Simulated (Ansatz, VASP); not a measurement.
## Na in VASP and in Ansatz

```xyz
1
Lattice="-2.0540 2.0540 2.1493 2.0540 -2.0540 2.1493 2.0540 2.0540 -2.1493" Properties=species:S:1:pos:R:3 pbc="T T T"
Na    0.0000    0.0000    0.0000
```

Change from the starting cell: strain -0.030 along x and y, +0.015 along z, atoms carried along.

Alike in both runs: task single point; functional PBE; k mesh 16 × 16 × 16; occupations gaussian, width 0.15 eV; no spin polarisation.

|  | VASP | Ansatz |
| --- | --- | --- |
| version | VASP 6.6.1 | Ansatz 0.2.0 |
| potentials or method | VASP PAW PBE potentials, release 64 (Na_pv), cutoff 520 eV | scalar-relativistic, plane waves, PAW |
| valence electrons in the cell | 7 | 9 |

|  | VASP | Ansatz | Ansatz less VASP |
| --- | --- | --- | --- |
| gap on the k mesh at the Fermi level (eV) | none | none | - |
| pressure (GPa) | 0.1 | 0.2 | +0.03 |

A gap of «none» marks a metal or a gap that the smearing closes. VASP's potentials hold 7 valence electrons a cell and Ansatz's 9, so a difference there can come from the potentials and not from the codes.
